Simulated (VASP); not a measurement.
# Cu in VASP: further runs, part 2 of 2

VASP 6.6.1. Earlier steps stand in the parts before.

### 3 Relaxation of cell and atoms, PBE

This run uses another cell than the first one, of 11.81 Å³/atom.

The input, INCAR:

```
PREC = Accurate ; ENCUT = 600
EDIFF = 1E-6 ; ISMEAR = 0
SIGMA = 0.1 ; LREAL = F
LASPH = T ; NELM = 60
ALGO = Fast ; ISIF = 3
LWAVE = F ; LCHARG = F
GGA = PE ; IBRION = 2
NSW = 90 ; EDIFFG = -0.04
```

The input, KPOINTS:

```
regular mesh
0
Gamma
  6 6 6
```

The input, POSCAR:

```
Cu
1.0
    2.5092121694      0.0000000000      0.0000000000
    0.0901035226      3.9338010219      0.0000000000
    0.2697028459      1.8421587347      3.5883832513
Cu
3
Direct
    0.1500206750      0.1675863458      0.6689889454
    0.8499793250      0.8324136542      0.3310110546
    0.5000000000      0.5000000000      0.0000000000
```

Potentials or basis: VASP PAW PBE potentials, release 64 (Cu).

Run with:

```
> cat potpaw_PBE.64/Cu/POTCAR > POTCAR
> mpirun -np 1 vasp_std > vasp.out
```

OUTCAR:

```text
PREC = Accurate
   ENCUT = 600
   EDIFF = 1E-6
   ISMEAR = 0
   LREAL = F
   LASPH = T
   NELM = 60
   ISIF = 3
   GGA = PE
   IBRION = 2
   NSW = 90
   EDIFFG = -0.04

 ion  position               nearest neighbor table
   1  0.150  0.168  0.669-   2 2.45   2 2.45   2 2.46   3 2.47   3 2.51   3 2.51   3 2.72
   2  0.850  0.832  0.331-   1 2.45   1 2.45   1 2.46   3 2.47   3 2.51   3 2.51   3 2.72
   3  0.500  0.500  0.000-   1 2.47   2 2.47   1 2.51   2 2.51   1 2.51   2 2.51   1 2.72   2 2.72

  LATTYP: Found a triclinic cell.
 ALAT       =     4.8982049594
 B/A-ratio  =     1.4689347820
 C/A-ratio  =     0.9625976943
 COS(alpha) =     0.0054962102
 COS(beta)  =     0.6265398600
 COS(gamma) =     0.7531071670

  Lattice vectors:

 A1 = (  -2.7789150153,  -1.8421587347,  -3.5883832513)
 A2 = (  -0.4493021692,   0.2494835525,  -7.1767665026)
 A3 = (  -2.5993156920,  -3.9338010219,   0.0000000000)

Analysis of symmetry for initial positions (statically):
=====================================================================
 Subroutine PRICEL returns:
 Original cell was already a primitive cell.

[... 277 lines left out ...]
  ---------------------------------------------------
  free  energy   TOTEN  =       -10.9993393013 eV

  energy  without entropy=      -10.9890240256  energy(sigma->0) =      -10.99418166

[... ionic steps 4 to 33 ...]

--------------------------------------- Ionic step       34  -------------------------------------------

 number of electron      32.9999998 magnetization

------------------------ aborting loop because EDIFF is reached ----------------------------------------
[... 69 lines left out ...]
--------------------------------------- Ionic step       36  -------------------------------------------

 number of electron      33.0000000 magnetization

 Free energy of the ion-electron system (eV)
  ---------------------------------------------------
  ext. energy  EPLUGINS =         0.00000000
  ---------------------------------------------------
  free energy    TOTEN  =       -11.16612080 eV

  energy without entropy =      -11.16120120  energy(sigma->0) =      -11.16366100

 E-fermi :   7.3449     XC(G=0): -12.6238

 val. band max:        7.3154431976   @ k =  -0.3333   0.3333   0.5000
 cond. band min:       7.3491056572   @ k =   0.1667  -0.3333   0.1667
 fundamental gap:      0.0336624597
 Fermi energy:         7.3448990408

 k-point     1 :       0.0000    0.0000    0.0000
  band No.  band energies     occupation
      1      -1.8464      2.00000
      2       3.4433      2.00000
      3       3.4435      2.00000
      4       3.5706      2.00000
      5       3.5708      2.00000
      6       4.3215      2.00000
[... 541 lines left out ...]
     19      15.4967      0.00000
     20      17.1580      0.00000

 [... further k-points ...]

------------------------ aborting loop because EDIFF is reached ----------------------------------------

  FORCE on cell =-STRESS in cart. coord.  units (eV):
  Direction    XX          YY          ZZ          XY          YZ          ZX
  --------------------------------------------------------------------------------------
  -------------------------------------------------------------------------------------
  Total        0.1044906      0.0020208      0.0521024     -0.0224563      0.0086332     -0.0018213
  in kB        4.6438547      0.0898104      2.3155761     -0.9980196      0.3836848     -0.0809457
  external PRESSURE =       2.3497470 kB  Pullay stress =       0.0000000 kB
[... 18 lines left out ...]
  FREE ENERGIE OF THE ION-ELECTRON SYSTEM (eV)
  ---------------------------------------------------
  free  energy   TOTEN  =       -11.1661207996 eV

  energy  without entropy=      -11.1612012006  energy(sigma->0) =      -11.16366100

 reached required accuracy - stopping structural energy minimisation
```

OSZICAR:

```text
N       E                     dE             d eps       ncg     rms          rms(c)
DAV:   1     0.236279481868E+03    0.23628E+03   -0.16543E+04  4544   0.323E+03
[... 462 lines left out ...]
RMM:   2    -0.111681486078E+02    0.53406E-02   -0.49052E-02  4501   0.410E+00    0.294E-01
RMM:   3    -0.111663962271E+02    0.17524E-02   -0.84403E-03  4503   0.194E+00    0.148E-01
RMM:   4    -0.111661094071E+02    0.28682E-03   -0.14254E-03  4861   0.308E-01    0.317E-02
RMM:   5    -0.111661102864E+02   -0.87929E-06   -0.27773E-04  4533   0.312E-01    0.129E-02
RMM:   6    -0.111661196580E+02   -0.93716E-05   -0.83907E-05  4811   0.838E-02    0.943E-03
RMM:   7    -0.111661211324E+02   -0.14744E-05   -0.14839E-05  4439   0.613E-02    0.472E-03
RMM:   8    -0.111661207996E+02    0.33280E-06   -0.51499E-06  3627   0.372E-02
  36 F= -.11166121E+02 E0= -.11163661E+02  d E =-.426011E-03
```

Wall time 16 min (1 thread of Intel Xeon 6975P-C (Granite Rapids), shared host); peak memory 0.23 GiB.

Results:

| Quantity | Value |
| --- | --- |
| Free energy | -11.1661 eV |
| Relaxed volume | 12.02 Å³/atom |
| Relaxed cell | a = 2.606 Å, b = 3.586 Å, c = 4.443 Å, α = 66.22°, β = 73.16°, γ = 89.92° |
| Space group after relaxing (to 0.1 Å) | I4/mmm (No. 139) |
| Energy gained by relaxing | 56.7 meV/atom |
| Ionic steps | 36 |
| Pressure after relaxing | 0.2 GPa |
| Largest force after relaxing | 0.023 eV/Å |
| Band gap on the k mesh | zero (an odd number of electrons rules out a gap without spin polarisation) |

Forces in eV/Å, atoms in the order of the input:
```
Cu   0.022 -0.004  0.004
Cu  -0.022  0.004 -0.004
Cu   0.000  0.000  0.000
```

Stress tensor (GPa, compression positive):
```
 0.46 -0.10 -0.01
-0.10  0.01  0.04
-0.01  0.04  0.23
```

The path:
```tsv
step	energy change (eV)	largest force (eV/Å)	pressure (GPa)	volume (Å³)
1	0.0000	0.1476	3.38	35.42
2	-0.0148	0.0959	0.90	36.71
3	-0.0032	0.0680	-4.28	37.54
4	-0.0127	0.0892	-2.47	36.98
5	-0.0139	0.0962	-2.30	36.85
6	-0.0144	0.0957	-1.95	36.78
7	-0.0146	0.1003	-1.96	36.74
8	-0.0228	0.0790	1.14	35.94
9	-0.0229	0.0796	1.43	35.86
10	-0.0323	0.0690	4.06	35.79
11	-0.0621	0.0741	5.84	35.55
12	-0.0851	0.2518	5.64	34.92
13	-0.0900	0.2609	5.39	34.98
14	-0.1036	0.2857	5.34	35.12
15	-0.1212	0.3400	4.34	35.40
16	-0.1176	0.4708	1.54	35.87
17	-0.1261	0.4063	1.77	35.67
18	-0.1263	0.3921	1.68	35.62
19	-0.1322	0.3529	1.76	35.69
20	-0.1455	0.2418	1.15	35.89
21	-0.1565	0.0731	0.67	36.27
22	-0.1559	0.0500	-1.21	36.39
23	-0.1564	0.0587	-1.04	36.34
24	-0.1565	0.0663	-1.04	36.30
25	-0.1581	0.0507	-0.45	36.16
26	-0.1592	0.0439	0.43	35.90
27	-0.1592	0.0430	0.58	35.86
28	-0.1603	0.0381	0.98	35.91
29	-0.1627	0.0240	0.20	36.06
30	-0.1655	0.0481	-0.85	36.35
31	-0.1664	0.0535	-1.35	36.32
32	-0.1676	0.0745	-0.38	36.21
33	-0.1683	0.0663	-0.21	36.16
34	-0.1695	0.0446	0.26	35.99
35	-0.1696	0.0377	0.61	35.95
36	-0.1700	0.0228	0.23	36.05
```

Final structure:
```
Cu
1.0
     2.58121   -0.03614    0.35967
     0.04534    3.58509    0.06918
     0.76188    1.70441    4.03125
Cu
3
Direct
  0.16482 0.16678 0.66665
  0.83518 0.83322 0.33335
  0.50000 0.50000 0.00000
```

Levels at points of the mesh, in eV from the Fermi level:
```csv
k point,band 12,band 13,band 14,band 15,band 16,band 17,band 18,band 19,band 20
"(0.00, 0.00, 0.00)",-2.24,-2.18,-2.08,-1.78,-1.78,3.23,3.23,6.16,6.16
"(0.50, 0.00, 0.00)",-1.89,-1.60,-1.48,-1.41,-0.19,-0.18,1.45,6.91,10.30
"(0.00, 0.50, 0.00)",-1.80,-1.80,-1.76,-1.76,-1.58,-1.56,-0.86,3.81,11.76
"(0.50, 0.50, 0.00)",-1.64,-1.64,-1.62,-1.55,-0.97,3.53,3.53,3.63,4.65
"(0.00, 0.00, 0.50)",-2.47,-1.67,-1.67,-1.60,-1.45,-1.43,1.84,7.39,12.35
"(0.50, 0.00, 0.50)",-1.89,-1.60,-1.47,-1.42,-0.18,-0.16,1.35,6.79,10.26
"(0.00, 0.50, 0.50)",-1.80,-1.80,-1.76,-1.76,-1.59,-1.57,-0.87,3.79,11.78
"(0.50, 0.50, 0.50)",-1.64,-1.64,-1.62,-1.56,-0.99,3.55,3.55,3.60,4.68
```

Caveat: the k points lie up to 0.42 Å⁻¹ apart in the final cell, too coarse for converged energies and pressures of a metal.
